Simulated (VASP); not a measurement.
Here is a VASP 6.6.1 calculation.

The input INCAR:

```
SYSTEM = Be
PREC = Accurate
ENCUT = 520
EDIFF = 1E-7
ISMEAR = 0
SIGMA = 0.15
LREAL = .False.
LASPH = .True.
NELM = 80
ALGO = Normal
ISIF = 2
LWAVE = .False.
LCHARG = .False.
GGA = PS
NBANDS = 9
```

KPOINTS

```
regular mesh
0
Gamma
  24 24 14
  0 0 0
```

Contents of POSCAR:

```
Be
1.0
    2.2995019849      0.0000000000      0.0000000000
   -1.1497509925      1.9914271350      0.0000000000
    0.0000000000      0.0000000000      3.6009000000
Be
2
Direct
    0.3333333333      0.6666666667      0.2500000000
    0.6666666667      0.3333333333      0.7500000000
```

Potentials or basis: VASP PAW PBE potentials, release 64 (Be).

Launch:

```sh
$ cat potpaw_PBE.64/Be/POTCAR > POTCAR
$ mpirun -np 1 vasp_std > vasp.out
```

Task: What does it give for the pressure?

Result: -5.4 GPa.

Task: Estimate the band gap on the k mesh.

Result: Zero (band 2 reaches 7.63 eV, above the bottom of band 3 at 5.59 eV).

Stress tensor (GPa, compression positive):
```
-5.76  0.00  0.00
 0.00 -5.76  0.00
 0.00  0.00 -4.66
```

Caveat: the PAW data sets were made with another functional, which shifts forces and pressure a little.
